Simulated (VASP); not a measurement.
# CoO in VASP: further runs, part 2 of 2

VASP 6.6.1. The steps go on from the part before.

### Step 4. Single point, PBEsol-based global hybrid with 25 % exact exchange, collinear spin, ferromagnetic start

POSCAR

```
CoO
1.0
    0.0000000000      2.1315016600      2.1315016600
    2.1315016600      0.0000000000      2.1315016600
    2.1315016600      2.1315016600      0.0000000000
Co O
1 1
Direct
    0.0000000000      0.0000000000      0.0000000000
    0.5000000000      0.5000000000      0.5000000000
```

INCAR.step1

```
SYSTEM = CoO
PREC = Accurate
ENCUT = 520
EDIFF = 1E-5
ISMEAR = -1
SIGMA = 0.05
LREAL = .False.
LASPH = .True.
NELM = 150
ALGO = Normal
ISIF = 2
LWAVE = .True.
ISPIN = 2
MAGMOM = 2 0
LORBIT = 11
LMAXMIX = 4
GGA = PE
NBANDS = 18
```

INCAR.step2

```
SYSTEM = CoO
PREC = Accurate
ENCUT = 520
EDIFF = 1E-6
ISMEAR = -1
SIGMA = 0.05
LREAL = .False.
LASPH = .True.
NELM = 150
ALGO = Normal
ISIF = 2
LWAVE = .False.
LCHARG = .True.
ISPIN = 2
MAGMOM = 2 0
LORBIT = 11
LMAXMIX = 4
GGA = PS
LHFCALC = .True.
AEXX = 0.25
PRECFOCK = Normal
LELF = .True.
LVHAR = .True.
ISTART = 1
NBANDS = 18
```

KPOINTS

```
Automatic mesh
0
Gamma
  6 6 6
  0 0 0
```

Potentials or basis: VASP PAW PBE potentials, release 64 (Co, O).

The run is started by

```console
cat potpaw_PBE.64/Co/POTCAR potpaw_PBE.64/O/POTCAR > POTCAR
cp INCAR.step1 INCAR
mpirun -np 1 vasp_std > vasp.out
cp INCAR.step2 INCAR
mpirun -np 1 vasp_std > vasp.out
```

OUTCAR:

```text
SYSTEM = CoO
   PREC = Accurate
   ENCUT = 520
   EDIFF = 1E-6
   ISMEAR = -1
   LREAL = .False.
   LASPH = .True.
   NELM = 150
   ISIF = 2
   ISPIN = 2
   LORBIT = 11
   GGA = PS
   LHFCALC = .True.
   AEXX = 0.25
   PRECFOCK = Normal
   ISTART = 1

 ion  position               nearest neighbor table
   1  0.000  0.000  0.000-   2 2.13   2 2.13   2 2.13   2 2.13   2 2.13   2 2.13
   2  0.500  0.500  0.500-   1 2.13   1 2.13   1 2.13   1 2.13   1 2.13   1 2.13

  LATTYP: Found a face centered cubic cell.
 ALAT       =     4.2630033200

  Lattice vectors:

 A1 = (   0.0000000000,   2.1315016600,   2.1315016600)
 A2 = (   2.1315016600,   0.0000000000,   2.1315016600)
 A3 = (   2.1315016600,   2.1315016600,   0.0000000000)

Analysis of symmetry for initial positions (statically):
=====================================================================
 Subroutine PRICEL returns:
 Original cell was already a primitive cell.

 Routine SETGRP: Setting up the symmetry group for a
 face centered cubic supercell.

 Subroutine GETGRP returns: Found 48 space group operations
 (whereof 48 operations were pure point group operations)
 out of a pool of 48 trial point group operations.

The static configuration has the point symmetry O_h .

Analysis of symmetry for dynamics (positions and initial velocities):
=====================================================================
 Subroutine PRICEL returns:
 Original cell was already a primitive cell.

 Routine SETGRP: Setting up the symmetry group for a
 face centered cubic supercell.

 Subroutine GETGRP returns: Found 48 space group operations
 (whereof 48 operations were pure point group operations)
 out of a pool of 48 trial point group operations.

The dynamic configuration has the point symmetry O_h .

Analysis of structural, dynamic, and magnetic symmetry:
=====================================================================
 Subroutine PRICEL returns:
 Original cell was already a primitive cell.

 Routine SETGRP: Setting up the symmetry group for a
 face centered cubic supercell.

 Subroutine GETGRP returns: Found 48 space group operations
 (whereof 48 operations were pure point group operations)
 out of a pool of 48 trial point group operations.

The overall configuration has the point symmetry O_h .

 Subroutine INISYM returns: Found 48 space group operations
 (whereof 48 operations are pure point group operations),
 and found     1 'primitive' translations

----------------------------------------------------------------------------------------

                                     Primitive cell

  volume of cell :      19.3681

  direct lattice vectors                    reciprocal lattice vectors
     0.000000000  2.131501660  2.131501660    -0.234576407  0.234576407  0.234576407
     2.131501660  0.000000000  2.131501660     0.234576407 -0.234576407  0.234576407
     2.131501660  2.131501660  0.000000000     0.234576407  0.234576407 -0.234576407

  length of vectors
     3.014398556  3.014398556  3.014398556     0.406298254  0.406298254  0.406298254

  position of ions in fractional coordinates (direct lattice)
     0.000000000  0.000000000  0.000000000
     0.500000000  0.500000000  0.500000000

  ion indices of the primitive-cell ions
   primitive index   ion index
[... 69 lines left out ...]
   IBRION =     -1    ionic relax: 0-MD 1-quasi-New 2-CG
   NFREE  =      0    steps in history (QN), initial steepest desc. (CG)
   ISIF   =      2    stress and relaxation
   ISYM   =      3    0-nonsym 1-usesym 2-fastsym
   POTIM  = 0.5000    time-step for ionic-motion
   TEBEG  =    0.0;   TEEND  =   0.0 temperature during run
   PSTRESS=    0.0 pullay stress
   NELECT =      15.0000    total number of electrons
   NUPDOWN=      -1.0000    fix difference up-down
   EMIN   =  10.00;   EMAX   =-10.00  energy-range for DOS
   EFERMI =   0.00;   METHOD = LEGACY
   ISMEAR =    -1;   SIGMA  =   0.05  broadening in eV -4-tet -1-fermi 0-gaus
   EFERMI_NEDOS =   21; number of points for ismear=-14 and -15
   IALGO  =     38    algorithm
   IMIX   =      1    mixing-type and parameters
     AMIX     =   0.40;   BMIX     =  1.00
     AMIX_MAG =   1.60;   BMIX_MAG =  1.00
  volume/ion in A,a.u.               =       9.68        65.35
  Fermi-wavevector in a.u.,A,eV,Ry     =   1.503406  2.841025 30.752286  2.260229
  Thomas-Fermi vector in A             =   2.614520
   LORBIT       =     11    0 simple, 1 ext, 2 COOP (PROOUT), +10 PAW based schemes
   GGA     = PS    functional components
   LHFCALC =     T    Hartree Fock is set to
   PRECFOCK=normal    Normal, Fast or Accurate (Low or Medium for compatibility)
   ENCUT4O =  -1.0   cutoff for four orbital integrals eV
   NKREDX  =     1    reduce k-point grid by
   NKREDY  =     1    reduce k-point grid by
   NKREDZ  =     1    reduce k-point grid by
   AEXX    =    0.2500 exact exchange contribution
   HFSCREEN=    0.0000 screening length (either q_TF or 0.3 A-1)
   HFSCREENC=   0.0000 screening length for correlation (either q_TF or 0.3 A-1)
   ENCUTFOCK=  -1.0 apply spherical cutoff to Coloumb kernel
   IVDW    =     0    specifies the selected vdW correction
   LEPSILON=     F    determine dielectric tensor
   LRPA    =     F    only Hartree local field effects (RPA)
 spin polarized calculation
  energy-cutoff  :      520.00
  volume of cell :       19.37
 maximum number of plane-waves:       544
 NGX is ok and might be reduce to    24
  NGX = 18; NGY = 18; NGZ = 18

 number of electron      15.0000007 magnetization       2.9985631

 Free energy of the ion-electron system (eV)
  ---------------------------------------------------
  ext. energy  EPLUGINS =         0.00000000
  ---------------------------------------------------
  free energy    TOTEN  =       -20.07847470 eV

  energy without entropy =      -20.07701177  energy(sigma->0) =      -20.07774323

 E-fermi :   7.0927     XC(G=0):  -9.9067

 val. band max:        7.0072354143   @ k =  -0.3333   0.5000   0.1667
 cond. band min:       7.4985968976   @ k =   0.5000   0.3333   0.1667
 fundamental gap:      0.4913614834
 Fermi energy:         7.0927153856

 spin component 1

 k-point     1 :       0.0000    0.0000    0.0000
  band No.  band energies     occupation
      1     -15.4114      1.00000
      2       1.0308      1.00000
      3       1.0308      1.00000
      4       1.4594      1.00000
      5       1.4595      1.00000
      6       1.4595      1.00000
[... 312 lines left out ...]
      4      -0.0601      1.00000
      5       1.7825      1.00000
      6       2.3864      1.00000
[... 10 lines left out ...]
     17      39.8280      0.00000
     18      40.5741      0.00000
 Fermi energy:         7.0927153856

 spin component 2

 k-point     1 :       0.0000    0.0000    0.0000
  band No.  band energies     occupation
      1     -14.7823      1.00000
      2       4.0512      1.00000
      3       4.0512      1.00000
      4       4.0512      1.00000
      5       5.1649      1.00000
      6       5.1650      1.00000
[... 313 lines left out ...]
      5       5.5256      1.00000
      6       7.0072      0.84678
[... 10 lines left out ...]
     17      40.6053      0.00000
     18      40.8447      0.00000

------------------------ aborting loop because EDIFF is reached ----------------------------------------

  FORCE on cell =-STRESS in cart. coord.  units (eV):
  Direction    XX          YY          ZZ          XY          YZ          ZX
  --------------------------------------------------------------------------------------
  -------------------------------------------------------------------------------------
  Total       -1.8435429     -1.8435429     -1.8435429      0.0000000      0.0000000      0.0000000
  in kB     -152.5024444   -152.5024444   -152.5024444      0.0000000      0.0000000      0.0000000
  external PRESSURE =    -152.5024444 kB  Pullay stress =       0.0000000 kB

 VOLUME and BASIS-vectors are now :
 -----------------------------------------------------------------------------
  energy-cutoff  :      520.00
  volume of cell :       19.37
      direct lattice vectors                 reciprocal lattice vectors
     0.000000000  2.131501660  2.131501660    -0.234576407  0.234576407  0.234576407
     2.131501660  0.000000000  2.131501660     0.234576407 -0.234576407  0.234576407
     2.131501660  2.131501660  0.000000000     0.234576407  0.234576407 -0.234576407

 POSITION                                       TOTAL-FORCE (eV/Angst)
 -----------------------------------------------------------------------------------
      0.00000      0.00000      0.00000         0.000000      0.000000      0.000000
      2.13150      2.13150      2.13150        -0.000000     -0.000000     -0.000000
 -----------------------------------------------------------------------------------
    total drift:                                0.000000      0.000000      0.000000

  FREE ENERGIE OF THE ION-ELECTRON SYSTEM (eV)
  ---------------------------------------------------
  free  energy   TOTEN  =       -20.0784746956 eV

  energy  without entropy=      -20.0770117668  energy(sigma->0) =      -20.07774323

 total charge

# of ion       s       p       d       tot
------------------------------------------
    1        0.288   0.368   7.087   7.742
    2        1.548   3.468   0.000   5.016
--------------------------------------------------
tot          1.836   3.836   7.087  12.758

 magnetization (x)

# of ion       s       p       d       tot
------------------------------------------
    1        0.012   0.009   2.694   2.716
    2        0.027   0.241   0.000   0.268
--------------------------------------------------
tot          0.039   0.251   2.694   2.984
```

Wall time 82 min (1 thread of Oxide Virtual Turin-like, shared host); peak memory 0.14 GiB.

Results:

* Free energy: -20.0785 eV
* Pressure: -15.3 GPa
* Band gap on the k mesh: zero (filled and empty bands overlap)
* Net moment: 3.00 μB per cell
* Site moments: Co +2.72; O +0.27 μB
* Valence electrons inside the program's atomic spheres: Co 7.74; O 5.02

Caveat: the k points lie up to 0.43 Å⁻¹ apart, too coarse for converged energies and pressures of a metal; the PAW data sets were made with another functional, which shifts forces and pressure a little; a cell with one magnetic atom can't hold antiferromagnetic order, which such compounds often take.

### Step 5. Single point, PBEsol-based screened hybrid with 25 % exact exchange, collinear spin, ferromagnetic start

POSCAR is that of step 4.

INCAR.step1

```
  ALGO = Normal
  EDIFF = 1E-5
  ENCUT = 520
  GGA = PE
  ISIF = 2
  ISMEAR = -1
  ISPIN = 2
  LASPH = T
  LMAXMIX = 4
  LORBIT = 11
  LREAL = F
  LWAVE = T
  MAGMOM = 2 0
  NBANDS = 18
  NELM = 150
  PREC = Accurate
  SIGMA = 0.05
```

INCAR.step2

```
  AEXX = 0.25
  ALGO = Normal
  EDIFF = 1E-7
  ENCUT = 520
  GGA = PS
  HFSCREEN = 0.207
  ISIF = 2
  ISMEAR = -1
  ISPIN = 2
  ISTART = 1
  LASPH = T
  LCHARG = T
  LELF = T
  LHFCALC = T
  LMAXMIX = 4
  LORBIT = 11
  LREAL = F
  LVHAR = T
  LWAVE = F
  MAGMOM = 2 0
  NBANDS = 18
  NELM = 150
  PREC = Accurate
  PRECFOCK = Normal
  SIGMA = 0.05
```

KPOINTS

```
k-points
0
Gamma
  6 6 6
```

Potentials or basis: VASP PAW PBE potentials, release 64 (Co, O).

The run is started by

```console
cat potpaw_PBE.64/Co/POTCAR potpaw_PBE.64/O/POTCAR > POTCAR
cp INCAR.step1 INCAR
mpirun -np 1 vasp_std > vasp.out
cp INCAR.step2 INCAR
mpirun -np 1 vasp_std > vasp.out
```

OUTCAR:

```text
AEXX = 0.25
   EDIFF = 1E-7
   ENCUT = 520
   GGA = PS
   HFSCREEN = 0.207
   ISIF = 2
   ISMEAR = -1
   ISPIN = 2
   ISTART = 1
   LASPH = T
   LHFCALC = T
   LORBIT = 11
   LREAL = F
   NELM = 150
   PREC = Accurate
   PRECFOCK = Normal

 ion  position               nearest neighbor table
   1  0.000  0.000  0.000-   2 2.13   2 2.13   2 2.13   2 2.13   2 2.13   2 2.13
   2  0.500  0.500  0.500-   1 2.13   1 2.13   1 2.13   1 2.13   1 2.13   1 2.13

  LATTYP: Found a face centered cubic cell.
 ALAT       =     4.2630033200

  Lattice vectors:

 A1 = (   0.0000000000,   2.1315016600,   2.1315016600)
 A2 = (   2.1315016600,   0.0000000000,   2.1315016600)
 A3 = (   2.1315016600,   2.1315016600,   0.0000000000)

Analysis of symmetry for initial positions (statically):
=====================================================================
 Subroutine PRICEL returns:
 Original cell was already a primitive cell.

 Routine SETGRP: Setting up the symmetry group for a
 face centered cubic supercell.

[... 848 lines left out ...]
      5       5.9368      1.00000
      6       7.2122      0.53105
[... 10 lines left out ...]
     17      40.2169      0.00000
     18      40.4542      0.00000

------------------------ aborting loop because EDIFF is reached ----------------------------------------

  FORCE on cell =-STRESS in cart. coord.  units (eV):
  Direction    XX          YY          ZZ          XY          YZ          ZX
  --------------------------------------------------------------------------------------
  -------------------------------------------------------------------------------------
  Total       -1.7756710     -1.7756710     -1.7756710      0.0000000     -0.0000000      0.0000000
  in kB     -146.8879121   -146.8879121   -146.8879121      0.0000000     -0.0000000      0.0000000
  external PRESSURE =    -146.8879121 kB  Pullay stress =       0.0000000 kB

 VOLUME and BASIS-vectors are now :
 -----------------------------------------------------------------------------
  energy-cutoff  :      520.00
  volume of cell :       19.37
      direct lattice vectors                 reciprocal lattice vectors
     0.000000000  2.131501660  2.131501660    -0.234576407  0.234576407  0.234576407
     2.131501660  0.000000000  2.131501660     0.234576407 -0.234576407  0.234576407
     2.131501660  2.131501660  0.000000000     0.234576407  0.234576407 -0.234576407

 POSITION                                       TOTAL-FORCE (eV/Angst)
 -----------------------------------------------------------------------------------
      0.00000      0.00000      0.00000        -0.000000     -0.000000     -0.000000
      2.13150      2.13150      2.13150         0.000000      0.000000      0.000000
 -----------------------------------------------------------------------------------
    total drift:                               -0.000000     -0.000000     -0.000000

  FREE ENERGIE OF THE ION-ELECTRON SYSTEM (eV)
  ---------------------------------------------------
  free  energy   TOTEN  =       -18.6837363032 eV

  energy  without entropy=      -18.6702360624  energy(sigma->0) =      -18.67698618

 total charge

# of ion       s       p       d       tot
------------------------------------------
    1        0.288   0.367   7.089   7.744
    2        1.548   3.468   0.000   5.016
--------------------------------------------------
tot          1.836   3.835   7.089  12.760

 magnetization (x)

# of ion       s       p       d       tot
------------------------------------------
    1        0.012   0.010   2.692   2.714
    2        0.027   0.242   0.000   0.269
--------------------------------------------------
tot          0.039   0.252   2.692   2.983
```

It took 1.8 h on 1 thread of Oxide Virtual Turin-like, shared host; peak memory 0.23 GiB.

Results:

* Free energy: -18.6837 eV
* Pressure: -14.7 GPa
* Band gap on the k mesh: zero (filled and empty bands overlap)
* Net moment: 3.00 μB per cell
* Site moments: Co +2.71; O +0.27 μB
* Valence electrons inside the program's atomic spheres: Co 7.74; O 5.02

Levels at points of the mesh, in eV from the Fermi level:
Spin up:
```
           k point  band 6  band 7  band 8  band 9  band 10  band 11  band 12  band 13
(0.00, 0.00, 0.00)   -5.32   -3.65   -3.65   -3.65     2.02    18.03    19.30    19.30
(0.50, 0.00, 0.00)   -4.68   -3.78   -1.15   -1.15     6.08    10.99    14.71    14.71
(0.50, 0.50, 0.00)   -5.00   -4.85   -4.40   -4.40     7.05    11.38    12.47    17.45
```
Spin down:
```tsv
k point	band 3	band 4	band 5	band 6	band 7	band 8	band 9	band 10
(0.00, 0.00, 0.00)	-2.77	-2.77	-1.61	-1.61	-1.61	2.37	2.37	2.56
(0.50, 0.00, 0.00)	-4.88	-4.88	-0.33	-0.33	0.41	5.23	5.23	6.29
(0.50, 0.50, 0.00)	-4.21	-4.21	-2.82	0.33	0.33	2.99	3.53	7.91
```

Caveat: the k points lie up to 0.43 Å⁻¹ apart, too coarse for converged energies and pressures of a metal; the PAW data sets were made with another functional, which shifts forces and pressure a little; a cell with one magnetic atom can't hold antiferromagnetic order, which such compounds often take.

### Step 6. Overview

```tsv
task	level	cell	k mesh	cutoff (eV)	grid for exact exchange (PRECFOCK)	share of exact exchange	screening parameter	gap on the mesh (eV)	pressure (GPa)	moment (μB)
relaxation of cell and atoms	BLYP	relaxed, atomic positions A	11 × 11 × 11	600	-	-	-	none	0.0	2.85
single point	PBE	as given, atomic positions B	11 × 11 × 11	520	-	-	-	none	-2.4	2.90
single point	PBEsol-based global hybrid with 25 % exact exchange	as given, atomic positions A	6 × 6 × 6	520	Normal	0.25	-	none	-15.3	3.00
single point	PBEsol-based screened hybrid with 25 % exact exchange	as given, atomic positions A	6 × 6 × 6	520	Normal	0.25	0.207 1/Å	none	-14.7	3.00
```

Alike in all rows: potentials or basis VASP PAW PBE potentials, release 64 (Co, O); spin collinear, ferromagnetic start; smearing fermi-dirac 0.05 eV.

Caveats: some runs use coarse meshes; a cell with one magnetic atom can't hold antiferromagnetic order, which such compounds often take; the PAW data sets were made with another functional, which shifts forces and pressure a little (at least some runs); semilocal functionals often make such compounds metallic where correlation or magnetic order opens a gap, which also shifts bond lengths (at least some runs).

Absolute energies hang on the potentials; compare differences alone.

The gap in the log of VASP goes by the Fermi energy; the results here count the filled bands.